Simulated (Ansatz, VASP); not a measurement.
## Two plane-wave programs on Ta

File INCAR:

```
  ALGO = Normal
  EDIFF = 1E-6
  ENCUT = 520
  GGA = RP
  ISIF = 2
  ISMEAR = -1
  LASPH = T
  LCHARG = T
  LELF = T
  LREAL = F
  LVHAR = T
  LWAVE = F
  NBANDS = 24
  NELM = 80
  PREC = Accurate
  SIGMA = 0.1
```

The input KPOINTS:

```
k-points
0
Gamma
  9 9 13
```

The input POSCAR:

```
Ta
1.0
    4.8931962232      0.0000000000      0.0000000000
   -2.4465981116      4.2376322350      0.0000000000
    0.0000000000      0.0000000000      2.7474929244
Ta
3
Direct
    0.0000000000      1.0000000000      0.0000000000
    0.3333333333      0.6666666667      0.5000000000
    0.6666666667      0.3333333333      0.5000000000
```

Input for Ansatz:

```yaml
crystal:
  lattice:
    - [4.8931962232, 0.0, 0.0]
    - [-2.4465981116, 4.237632235, 0.0]
    - [0.0, 0.0, 2.7474929244]
  atoms:
    - { symbol: Ta, position: [0.0, 1.0, 0.0] }
    - { symbol: Ta, position: [0.3333333333, 0.6666666667, 0.5] }
    - { symbol: Ta, position: [0.6666666667, 0.3333333333, 0.5] }
hamiltonian:
  xc: rpbe
  pseudopotentials:
    kind: paw
    azcp:
      Ta: "pseudopotentials/Ta.paw.azcp"
basis:
  ecutwfc: 420
  fft_grid_basis: typed
kpoints:
  mp_grid: { grid: [9, 9, 13], shift: [0, 0, 0] }
magnetization:
  spin_polarized: false
scf:
  occupations: { method: fermi_dirac, width: 0.1 }
  lower_state_search: "off"
output:
  stress: true
```

Alike in both runs: task single point; functional RPBE; k mesh 9 × 9 × 13; occupations fermi-dirac, width 0.1 eV; no spin polarisation.

```csv
,VASP,Ansatz
version,VASP 6.6.1,Ansatz 0.2.0
potentials or method,"VASP PAW PBE potentials, release 64 (Ta_pv), cutoff 520 eV","plane waves (420 eV) with PAW, scalar-relativistic"
valence electrons in the cell,33,39
```

```tsv
	VASP	Ansatz	Ansatz less VASP
pressure (GPa)	0.0	0.0	-0.05
traceless stress, the component that is largest in VASP (GPa)	-0.13	-0.18	-0.046
```

VASP's potentials were made for PBE, not for RPBE. VASP's potentials hold 33 valence electrons a cell and Ansatz's 39, so a difference there can come from the potentials and not from the codes.

Spin-orbit coupling is off throughout.
